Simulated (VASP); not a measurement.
NaCl (vib): relaxation of cell and atoms with LDA

NaCl (vib):

```
Na Cl
1.0
     0.00000    2.84345    2.84345
     2.84345    0.00000    2.84345
     2.84345    2.84345    0.00000
Na Cl
1 1
Direct
  0.00000 0.00000 0.00000
  0.50000 0.50000 0.50000
```

```json
{"Program": "VASP 6.6.1", "Task": "relaxation of cell and atoms", "Functional": "LDA", "Potentials or basis": "VASP PAW LDA potentials, release 64 (Na_pv, Cl)", "Cutoff": "500 eV", "k mesh": "6 × 6 × 6", "Occupations": "gaussian, width 0.02 eV", "Spin": "no spin polarisation", "Dipole correction": "no", "Further INCAR settings": "ALGO = Normal; EDIFF = 1e-07; IBRION = 2; EDIFFG = -0.002; NSW = 100; ISIF = 3"}
```

```json
{
  "Relaxed volume": "20.39 Å³/atom",
  "Relaxed cell": "a = 3.864 Å, b = 3.864 Å, c = 3.864 Å, α = 60.00°, β = 60.00°, γ = 60.00°",
  "Space group after relaxing (to 0.05 Å)": "Fm-3m (No. 225)",
  "Energy gained by relaxing": "26.6 meV/atom",
  "Ionic steps": "4",
  "Pressure after relaxing": "0.0 GPa",
  "Band gap on the k mesh": "5.08 eV, direct"
}
```

The path:
| step | energy change (eV) | largest force (eV/Å) | pressure (GPa) | volume (Å³) |
| --- | --- | --- | --- | --- |
| 1 | 0.0000 | 0.0000 | -2.94 | 45.98 |
| 2 | -0.0401 | 0.0000 | -1.64 | 43.23 |
| 3 | -0.0530 | 0.0000 | -0.20 | 41.06 |
| 4 | -0.0531 | 0.0000 | 0.01 | 40.78 |

Final structure:
```cif
data_structure
_symmetry_space_group_name_H-M 'P 1'
_symmetry_Int_Tables_number 1
_cell_length_a 3.8636
_cell_length_b 3.8636
_cell_length_c 3.8636
_cell_angle_alpha 60.000
_cell_angle_beta 60.000
_cell_angle_gamma 60.000
_cell_volume 40.78
loop_
_atom_site_label
_atom_site_type_symbol
_atom_site_fract_x
_atom_site_fract_y
_atom_site_fract_z
_atom_site_occupancy
Na1 Na 0.00000 0.00000 0.00000 1
Cl1 Cl 0.50000 0.50000 0.50000 1
```

Levels at points of the mesh, in eV from the valence-band top:
```
           k point  band 4  band 5  band 6  band 7  band 8  band 9  band 10  band 11
(0.00, 0.00, 0.00)  -12.82    0.00    0.00    0.00    5.08   10.93    10.93    10.93
(0.50, 0.00, 0.00)  -12.35   -2.34   -0.33   -0.33    7.05   10.90    10.90    11.05
(0.50, 0.50, 0.00)  -12.30   -2.01   -0.72   -0.72    7.44    7.63    11.63    15.19
```

Wall time 18 s on 1 thread of Intel(R) Xeon(R) Platinum 8488C (Sapphire Rapids), on a shared host, peak memory 0.14 GiB.

Caveat: the volume moved by -11 % from the deposited cell, more than functionals usually miss. LDA usually gives volumes a few per cent too small.
